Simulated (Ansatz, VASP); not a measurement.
Bi: VASP beside Ansatz

```
Bi
1.0
    -1.98143    1.98143    1.98143
     1.98143   -1.98143    1.98143
     1.98143    1.98143   -1.98143
Bi
1
Direct
  0.00000 0.00000 0.00000
```

Alike in both runs: task single point; functional PBE; k mesh 4 × 4 × 4; occupations fermi-dirac, width 0.04 eV; no spin polarisation.

|  | VASP | Ansatz |
| --- | --- | --- |
| version | VASP 6.6.1 | Ansatz 0.2.0 |
| potentials or method | VASP PAW PBE potentials, release 64 (Bi_d), cutoff 500 eV | all-electron LAPW, scalar-relativistic |

|  | VASP | Ansatz | Ansatz less VASP |
| --- | --- | --- | --- |
| gap on the k mesh at the Fermi level (eV) | none | none | - |
| pressure (GPa) | 2.3 | 2.3 | +0.06 |

A gap of «none» marks a metal or a gap that the smearing closes. Ansatz ran all-electron here, and VASP with PAW potentials.

The k mesh is coarse, so the values compare programs but aren't converged. Neither program's run includes spin-orbit coupling. Noted on Ansatz's run: the k mesh is thin for a metal, which can move the energy by tens of meV per atom.
